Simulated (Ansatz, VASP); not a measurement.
**Ti2In: VASP beside Ansatz**

```
Ti In
1.0
     4.73107    0.00000    0.00000
    -2.36553    4.09723    0.00000
     0.00000    0.00000    2.85438
Ti In
2 1
Direct
  0.33333 0.66667 0.50000
  0.66667 0.33333 0.50000
  0.00000 0.00000 0.00000
```

Change from the starting cell: species swapped into the YHg2 type (P6/mmm, No. 191).

Alike in both runs: functional PBE; k mesh 6 × 6 × 6; occupations gaussian, width 0.1 eV; no spin polarisation.

Ansatz relaxed the structure, and its values are those at the end. VASP's run is a single point on that final structure, the one shown.

|  | VASP | Ansatz |
| --- | --- | --- |
| version | VASP 6.6.1 | Ansatz 0.2.0 |
| potentials or method | VASP PAW PBE potentials, release 64 (Ti_sv, In_d), cutoff 520 eV | scalar-relativistic, plane waves, PAW |
| valence electrons in the cell | 37 | 37 |

```tsv
	VASP	Ansatz	Ansatz less VASP
gap on the k mesh at the Fermi level (eV)	none	none	-
pressure (GPa)	0.1	0.1	+0.02
```

A gap of «none» marks a metal or a gap that the smearing closes.

The k mesh is coarse, so the values compare programs but aren't converged.
